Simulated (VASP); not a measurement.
# Al3Cu2 (C2/m) in VASP: further runs

The runs below take Al3Cu2 through single point, with PBEsol.

All numbers are computed with VASP 6.6.1; they aren't measurements. Logs are shortened: lines on timing, memory, paths and dates and some standing lists are left out, and cuts for length are marked.

## 1. The cell of the first run

The structure is monoclinic, space group C2/m (No. 12). The conventional cell has a = 7.099 Å, b = 4.099 Å, c = 10.034 Å, α = 90.00°, β = 96.77°, γ = 90.00°. Within 3.3 Å of Al (site symmetry m) lie 6 Cu at 2.49 Å and 6 Al at 2.94 Å. Within 3.3 Å of Al (site symmetry m) lie 5 Al at 2.53 to 2.94 Å and 5 Cu at 2.54 to 2.72 Å. Within 3.2 Å of Al (site symmetry m) lie 5 Cu at 2.45 to 2.56 Å and 6 Al at 2.79 to 2.94 Å. Cu (site symmetry m) has 8 Al at 2.49 to 2.72 Å and 3 Cu at 2.84 Å within 3.3 Å. Within 3.2 Å of Cu (site symmetry m) lie 8 Al at 2.45 to 2.56 Å and 3 Cu at 2.84 Å.

## 2. Single point, PBEsol (the part above a cut slid along it)

Contents of INCAR:

```
SYSTEM = Al3Cu2
  ALGO = Fast
  EDIFF = 1E-6
  ENCUT = 520
  GGA = PS
  ISIF = 2
  ISMEAR = 0
  LASPH = .TRUE.
  LCHARG = .FALSE.
  LREAL = .FALSE.
  LWAVE = .FALSE.
  NBANDS = 42
  NELM = 100
  PREC = Accurate
  SIGMA = 0.15
```

Contents of KPOINTS:

```
k-points
0
G
  13 13 5
  0 0 0
```

Contents of POSCAR:

```
Al3Cu2
1.0
   -2.0492928026     -3.5494792536      0.0000000000
    2.0492928026     -3.5494792536      0.0000000000
    0.0000000000     -5.9155621241      9.9642016679
Al Cu
6 4
Direct
    0.3750250000      0.3750250000      0.7500000000
    0.7916750000      0.7916750000      0.2500000000
   -0.1047633024     -0.1047633024      0.9257529930
    0.3118866976      0.3118866976      0.4257529930
    0.2714633024      0.2714633024      0.0742470070
   -0.1451866976     -0.1451866976      0.5742470070
    0.5240515420      0.5240515420      0.1711449954
    0.1074015420      0.1074015420      0.6711449954
   -0.3573515420     -0.3573515420      0.8288550046
    0.0592984580      0.0592984580      0.3288550046
```

Potentials or basis: VASP PAW PBE potentials, release 64 (Al, Cu).

Command:

```
> cat potpaw_PBE.64/Al/POTCAR potpaw_PBE.64/Cu/POTCAR > POTCAR
> mpirun -np 1 vasp_std > vasp.out
```

OUTCAR:

```text
SYSTEM = Al3Cu2
   EDIFF = 1E-6
   ENCUT = 520
   GGA = PS
   ISIF = 2
   ISMEAR = 0
   LASPH = .TRUE.
   LREAL = .FALSE.
   NELM = 100
   PREC = Accurate

 ion  position               nearest neighbor table
   1  0.375  0.375  0.750-   9 2.49   8 2.49   8 2.49   8 2.49   9 2.49   9 2.49   6 2.94   3 2.94
                             3 2.94   3 2.94   6 2.94   6 2.94
   2  0.792  0.792  0.250-   7 2.49  10 2.49  10 2.49  10 2.49   7 2.49   7 2.49   4 2.94   5 2.94
                             5 2.94   5 2.94   4 2.94   4 2.94
   3  0.895  0.895  0.926-   5 2.53   5 2.53   8 2.54   9 2.56   9 2.56   9 2.56   7 2.72   1 2.94
                             1 2.94   1 2.94
   4  0.312  0.312  0.426-   8 2.45   7 2.54  10 2.56  10 2.56  10 2.56   6 2.79   6 2.79   6 2.79
                             2 2.94   2 2.94   2 2.94
   5  0.271  0.271  0.074-   3 2.53   3 2.53  10 2.54   7 2.56   7 2.56   7 2.56   9 2.72   2 2.94
                             2 2.94   2 2.94
   6  0.855  0.855  0.574-  10 2.45   9 2.54   8 2.56   8 2.56   8 2.56   4 2.79   4 2.79   4 2.79
                             1 2.94   1 2.94   1 2.94
   7  0.524  0.524  0.171-   2 2.49   2 2.49   2 2.49   4 2.54   5 2.56   5 2.56   5 2.56   3 2.72

   8  0.107  0.107  0.671-   4 2.45   1 2.49   1 2.49   1 2.49   3 2.54   6 2.56   6 2.56   6 2.56

   9  0.643  0.643  0.829-   1 2.49   1 2.49   1 2.49   6 2.54   3 2.56   3 2.56   3 2.56   5 2.72

  10  0.059  0.059  0.329-   6 2.45   2 2.49   2 2.49   2 2.49   5 2.54   4 2.56   4 2.56   4 2.56

  LATTYP: Found a base centered monoclinic cell.
 ALAT       =     7.0989585072
 B/A-ratio  =     0.5773502692
 C/A-ratio  =     1.4134789637
 COS(beta)  =    -0.1179359610

  Lattice vectors:

 A1 = (  -2.0492928026,  -3.5494792536,   0.0000000000)
 A2 = (   2.0492928026,  -3.5494792536,   0.0000000000)
 A3 = (   0.0000000000,   1.1833963831,   9.9642016679)

Analysis of symmetry for initial positions (statically):
=====================================================================
 Subroutine PRICEL returns:
 Original cell was already a primitive cell.

 Routine SETGRP: Setting up the symmetry group for a
 base centered monoclinic supercell.

 Subroutine GETGRP returns: Found  4 space group operations
 (whereof  2 operations were pure point group operations)
 out of a pool of  4 trial point group operations.

The static configuration has the point symmetry C_1h.
 The point group associated with its full space group is C_2h.

Analysis of symmetry for dynamics (positions and initial velocities):
=====================================================================
 Subroutine PRICEL returns:
 Original cell was already a primitive cell.

 Routine SETGRP: Setting up the symmetry group for a
 base centered monoclinic supercell.

 Subroutine GETGRP returns: Found  4 space group operations
 (whereof  2 operations were pure point group operations)
 out of a pool of  4 trial point group operations.

The dynamic configuration has the point symmetry C_1h.
 The point group associated with its full space group is C_2h.

 Subroutine INISYM returns: Found  4 space group operations
 (whereof  2 operations are pure point group operations),
 and found     1 'primitive' translations

----------------------------------------------------------------------------------------

                                     Primitive cell

  volume of cell :     144.9577

  direct lattice vectors                    reciprocal lattice vectors
    -2.049292803 -3.549479254  0.000000000    -0.243986608 -0.140865734 -0.083629379
     2.049292803 -3.549479254  0.000000000     0.243986608 -0.140865734 -0.083629379
     0.000000000 -5.915562124  9.964201668     0.000000000  0.000000000  0.100359269

  length of vectors
     4.098585605  4.098585605 11.587889805     0.293881767  0.293881767  0.100359269

  position of ions in fractional coordinates (direct lattice)
     0.375025000  0.375025000  0.750000000
     0.791675000  0.791675000  0.250000000
     0.895236698  0.895236698  0.925752993
     0.311886698  0.311886698  0.425752993
     0.271463302  0.271463302  0.074247007
     0.854813302  0.854813302  0.574247007
     0.524051542  0.524051542  0.171144995
     0.107401542  0.107401542  0.671144995
     0.642648458  0.642648458  0.828855005
     0.059298458  0.059298458  0.328855005

  ion indices of the primitive-cell ions
   primitive index   ion index
                 1           1
                 2           2
                 3           3
                 4           4
                 5           5
                 6           6
                 7           7
                 8           8
                 9           9
                10          10

----------------------------------------------------------------------------------------

 KPOINTS: k-points

Automatic generation of k-mesh.
 Grid dimensions read from file:
 generate k-points for:   13   13    5

 Generating k-lattice:

  Cartesian coordinates                     Fractional coordinates (reciprocal lattice)
    -0.018768201 -0.010835826 -0.006433029     0.076923077  0.000000000  0.000000000
     0.018768201 -0.010835826 -0.006433029     0.000000000  0.076923077  0.000000000
     0.000000000  0.000000000  0.020071854     0.000000000  0.000000000  0.200000000

  Length of vectors
     0.022606290  0.022606290  0.020071854

  Shift w.r.t. Gamma in fractional coordinates (k-lattice)
     0.000000000  0.000000000  0.000000000

 Subroutine IBZKPT returns following result:
 ===========================================

 Found    231 irreducible k-points:

 Following reciprocal coordinates:
            Coordinates               Weight
  0.000000  0.000000  0.000000      1.000000
  0.076923 -0.000000  0.000000      4.000000
  0.153846 -0.000000  0.000000      4.000000
  0.230769 -0.000000  0.000000      4.000000
  0.307692 -0.000000  0.000000      4.000000
  0.384615 -0.000000  0.000000      4.000000
[... 16 lines left out ...]
  0.384615  0.153846  0.000000      4.000000
  0.461538  0.153846  0.000000      4.000000
 [... further k-points ...]
   k-points           NKPTS =    231   k-points in BZ     NKDIM =    231   number of bands    NBANDS=     42
   number of dos      NEDOS =    301   number of ions     NIONS =     10
   total plane-waves  NPLWV =  81000
   dimension x,y,z NGX =    30 NGY =   30 NGZ =   90
   dimension x,y,z NGXF=    60 NGYF=   60 NGZF=  180
   ions per type =               6   4
   NGX,Y,Z   is equivalent  to a cutoff of  12.17, 12.17, 12.91 a.u.
   NGXF,Y,Z  is equivalent  to a cutoff of  24.34, 24.34, 25.82 a.u.
 SYSTEM =  Al3Cu2
   PREC   = accura    normal or accurate (medium, high low for compatibility)
   ISTART =      0    job   : 0-new  1-cont  2-samecut
   ICHARG =      2    charge: 1-file 2-atom 10-const
   ISPIN  =      1    spin polarized calculation?
   LNONCOLLINEAR =      F non collinear calculations
   LSORBIT =      F    spin-orbit coupling
   LASPH  =      T    aspherical Exc in radial PAW
   ENCUT  =  520.0 eV  38.22 Ry    6.18 a.u.   7.62  7.62 21.55*2*pi/ulx,y,z
   NELM   =    100;   NELMIN=  2; NELMDL= -5     # of ELM steps
   EDIFF  = 0.1E-05   stopping-criterion for ELM
   LREAL  =      F    real-space projection
   EDIFFG = 0.1E-04   stopping-criterion for IOM
   NSW    =      0    number of steps for IOM
   IBRION =     -1    ionic relax: 0-MD 1-quasi-New 2-CG
   NFREE  =      0    steps in history (QN), initial steepest desc. (CG)
   ISIF   =      2    stress and relaxation
   ISYM   =      2    0-nonsym 1-usesym 2-fastsym
   POTIM  = 0.5000    time-step for ionic-motion
   TEBEG  =    0.0;   TEEND  =   0.0 temperature during run
   PSTRESS=    0.0 pullay stress
   NELECT =      62.0000    total number of electrons
   NUPDOWN=      -1.0000    fix difference up-down
   EMIN   =  10.00;   EMAX   =-10.00  energy-range for DOS
   EFERMI =   0.00;   METHOD = LEGACY
   ISMEAR =     0;   SIGMA  =   0.15  broadening in eV -4-tet -1-fermi 0-gaus
   EFERMI_NEDOS =   21; number of points for ismear=-14 and -15
   IALGO  =     68    algorithm
   IMIX   =      4    mixing-type and parameters
     AMIX     =   0.40;   BMIX     =  1.00
     AMIX_MAG =   1.60;   BMIX_MAG =  1.00
  volume/ion in A,a.u.               =      14.50        97.82
  Fermi-wavevector in a.u.,A,eV,Ry     =   1.233460  2.330901 20.700218  1.521423
  Thomas-Fermi vector in A             =   2.368189
   LORBIT       =      0    0 simple, 1 ext, 2 COOP (PROOUT), +10 PAW based schemes
   GGA     = PS    functional components
   LHFCALC =     F    Hartree Fock is set to
   AEXX    =    0.0000 exact exchange contribution
   IVDW    =     0    specifies the selected vdW correction
   LEPSILON=     F    determine dielectric tensor
   LRPA    =     F    only Hartree local field effects (RPA)
 non-spin polarized calculation
 RMM-DIIS sequential band-by-band and
 Gauss-broadening in eV      SIGMA  =   0.15
  energy-cutoff  :      520.00
  volume of cell :      144.96
 maximum number of plane-waves:      3933
   NGX = 15   NGY = 15   NGZ = 43

 number of electron      62.0000025 magnetization

 Free energy of the ion-electron system (eV)
  ---------------------------------------------------
  ext. energy  EPLUGINS =         0.00000000
  ---------------------------------------------------
  free energy    TOTEN  =       -42.78907901 eV

  energy without entropy =      -42.75330890  energy(sigma->0) =      -42.77119395

 E-fermi :   8.2153     XC(G=0): -11.0761

 val. band max:        8.2151179327   @ k =  -0.2308   0.1538   0.2000
 cond. band min:       8.2158541849   @ k =  -0.0769  -0.4615   0.4000
 fundamental gap:      0.0007362522
 Fermi energy:         8.2153316944

 k-point     1 :       0.0000    0.0000    0.0000
  band No.  band energies     occupation
      1      -2.9659      2.00000
      2      -1.9251      2.00000
      3      -0.9189      2.00000
      4       1.9026      2.00000
      5       2.4761      2.00000
      6       2.8893      2.00000
[... 34 lines left out ...]
     41      11.7402      0.00000
     42      11.9120      0.00000

 k-point     2 :       0.0769   -0.0000    0.0000
  band No.  band energies     occupation
      1      -2.8895      2.00000
      2      -1.8829      2.00000
      3      -0.8165      2.00000
      4       1.8876      2.00000
      5       2.5010      2.00000
      6       2.8615      2.00000
[... 34 lines left out ...]
     41      11.9172      0.00000
     42      12.1687      0.00000

 k-point     3 :       0.1538   -0.0000    0.0000
  band No.  band energies     occupation
      1      -2.6612      2.00000
      2      -1.7469      2.00000
      3      -0.5221      2.00000
      4       1.8765      2.00000
      5       2.5230      2.00000
      6       2.7540      2.00000
[... 34 lines left out ...]
     41      12.4890      0.00000
     42      12.5969      0.00000

 k-point     4 :       0.2308   -0.0000    0.0000
  band No.  band energies     occupation
      1      -2.2840      2.00000
      2      -1.4998      2.00000
      3      -0.0653      2.00000
      4       1.9101      2.00000
      5       2.4739      2.00000
      6       2.5446      2.00000
[... 844 lines left out ...]
     41      13.1969      0.00000
     42      13.4668      0.00000

 k-point    23 :       0.3846    0.1538    0.0000
  band No.  band energies     occupation
      1      -1.3785      2.00000
      2      -1.2477      2.00000
      3       1.2011      2.00000
      4       1.5623      2.00000
      5       2.1322      2.00000
      6       2.3621      2.00000
[... 34 lines left out ...]
     41      12.6538      0.00000
     42      13.0219      0.00000

 k-point    24 :       0.4615    0.1538    0.0000
  band No.  band energies     occupation
      1      -0.7417      2.00000
      2      -0.7054      2.00000
      3       1.3699      2.00000
      4       1.6759      2.00000
      5       1.7657      2.00000
      6       2.0031      2.00000
[... 34 lines left out ...]
     41      13.2155      0.00000
     42      13.4878      0.00000

 [... further k-points ...]

------------------------ aborting loop because EDIFF is reached ----------------------------------------

  FORCE on cell =-STRESS in cart. coord.  units (eV):
  Direction    XX          YY          ZZ          XY          YZ          ZX
  --------------------------------------------------------------------------------------
  -------------------------------------------------------------------------------------
  Total        2.2458929      0.5207708      0.8997331      0.0000000     -2.4229035      0.0000000
  in kB       24.8232398      5.7559374      9.9445039      0.0000000    -26.7796893      0.0000000
  external PRESSURE =      13.5078937 kB  Pullay stress =       0.0000000 kB

 VOLUME and BASIS-vectors are now :
 -----------------------------------------------------------------------------
  energy-cutoff  :      520.00
  volume of cell :      144.96
      direct lattice vectors                 reciprocal lattice vectors
    -2.049292803 -3.549479254  0.000000000    -0.243986608 -0.140865734 -0.083629379
     2.049292803 -3.549479254  0.000000000     0.243986608 -0.140865734 -0.083629379
     0.000000000 -5.915562124  9.964201668     0.000000000  0.000000000  0.100359269

 POSITION                                       TOTAL-FORCE (eV/Angst)
 -----------------------------------------------------------------------------------
      0.00000     -7.09896      7.47315         0.000000      0.167783      0.115242
      0.00000     -7.09896      2.49105         0.000000     -0.167783     -0.115242
      0.00000    -11.83160      9.22439         0.000000      0.149475     -0.453749
      0.00000     -4.73264      4.24229         0.000000      0.015324      0.005162
      0.00000     -2.36632      0.73981         0.000000     -0.149475      0.453749
      0.00000     -9.46528      5.72191         0.000000     -0.015324     -0.005162
      0.00000     -4.73264      1.70532         0.000000     -0.202521     -0.173879
      0.00000     -4.73264      6.68742         0.000000      0.024570      0.022973
      0.00000     -9.46528      8.25888         0.000000      0.202521      0.173879
      0.00000     -2.36632      3.27678         0.000000     -0.024570     -0.022973
 -----------------------------------------------------------------------------------
    total drift:                                0.000000     -0.000001      0.000001

  FREE ENERGIE OF THE ION-ELECTRON SYSTEM (eV)
  ---------------------------------------------------
  free  energy   TOTEN  =       -42.7890790062 eV

  energy  without entropy=      -42.7533089006  energy(sigma->0) =      -42.77119395
```

Wall time 62 min (1 thread of Oxide Virtual Turin-like, shared host); peak memory 1 GiB.

What came out:

```yaml
Free_energy: -42.7891 eV
Pressure: 1.4 GPa
Largest_force: 0.478 eV/Å
Band_gap_on_the_k_mesh: zero (bands 31 and 32 overlap by 2.78 eV)
```

Forces on the atoms (eV/Å):
```
Al   0.000  0.168  0.115
Al   0.000 -0.168 -0.115
Al   0.000  0.149 -0.454
Al   0.000  0.015  0.005
Al   0.000 -0.149  0.454
Al   0.000 -0.015 -0.005
Cu   0.000 -0.203 -0.174
Cu   0.000  0.025  0.023
Cu   0.000  0.203  0.174
Cu   0.000 -0.025 -0.023
```

Levels at points of the mesh, in eV from the Fermi level:
```tsv
k point	band 28	band 29	band 30	band 31	band 32	band 33	band 34	band 35
(0.00, 0.00, 0.00)	0.79	1.19	1.19	1.40	1.42	1.51	2.11	2.11
```

Caveat: the cell differs from its parent crystal (the part above a cut slid along it); the PAW data sets were made with another functional, which shifts forces and pressure a little.

## 3. Single point, PBEsol (the part above a cut slid along it)

Contents of INCAR:

```
PREC     = Accurate       # precision mode
ENCUT    = 520            # plane-wave cutoff, eV
EDIFF    = 1E-7           # SCF threshold, eV
ISMEAR   = 0              # smearing method
SIGMA    = 0.15           # smearing width, eV
LREAL    = F              # projectors in reciprocal space
LASPH    = T              # aspherical terms in the spheres
NELM     = 100            # most SCF steps
ALGO     = Fast           # electronic algorithm
ISIF     = 2              # what is computed and relaxed
LWAVE    = F              # write WAVECAR
LCHARG   = F              # write CHGCAR
GGA      = PS             # functional
NBANDS   = 42             # bands
```

Contents of KPOINTS:

```
Automatic mesh
0
Gamma
  13 13 5
```

Contents of POSCAR:

```
Al3Cu2
1.0
   -2.0492928026     -3.5494792536      0.0000000000
    2.0492928026     -3.5494792536      0.0000000000
    0.0000000000     -1.1833963832      9.9642016679
Al Cu
6 4
Direct
    0.8749750000      0.8749750000      0.7500000000
    0.9583250000      0.9583250000      0.2500000000
    0.5123436427      0.5123436427      0.9257529930
    0.5956936427      0.5956936427      0.4257529930
    0.3209563573      0.3209563573      0.0742470070
    0.2376063573      0.2376063573      0.5742470070
    0.6381367959      0.6381367959      0.1711449954
    0.5547867959      0.5547867959      0.6711449954
    0.1951632041      0.1951632041      0.8288550046
    0.2785132041      0.2785132041      0.3288550046
```

Potentials or basis: VASP PAW PBE potentials, release 64 (Al, Cu).

Command:

```
> cat potpaw_PBE.64/Al/POTCAR potpaw_PBE.64/Cu/POTCAR > POTCAR
> mpirun -np 1 vasp_std > vasp.out
```

Wall time 56 min (1 thread of AMD EPYC 9755, shared host); peak memory 0.99 GiB.

The run converged. Its results:

```
Free energy            : -40.1413 eV
Pressure               : 7.7 GPa
Largest force          : 11.277 eV/Å
Band gap on the k mesh : zero (bands 31 and 32 overlap by 2.86 eV)
```

Forces on the atoms (eV/Å):
```
Al   0.000 -0.115  0.148
Al   0.000  0.115 -0.148
Al   0.000 -7.501 -8.420
Al   0.000  0.007  0.015
Al   0.000  7.501  8.420
Al   0.000 -0.007 -0.015
Cu   0.000  0.095  0.051
Cu   0.000  0.028  0.013
Cu   0.000 -0.095 -0.051
Cu   0.000 -0.028 -0.013
```

Stress tensor (GPa, compression positive):
```
-0.23  0.00  0.00
 0.00  8.43 12.87
 0.00 12.87 14.90
```

Levels at points of the mesh, in eV from the Fermi level:
| k point | band 28 | band 29 | band 30 | band 31 | band 32 | band 33 | band 34 | band 35 |
| --- | --- | --- | --- | --- | --- | --- | --- | --- |
| (0.00, 0.00, 0.00) | 0.60 | 1.13 | 1.14 | 1.58 | 1.64 | 1.76 | 2.01 | 2.18 |

Caveat: the cell differs from its parent crystal (the part above a cut slid along it); the stress differs along the axes, from -0 to 15 GPa; the PAW data sets were made with another functional, which shifts forces and pressure a little.
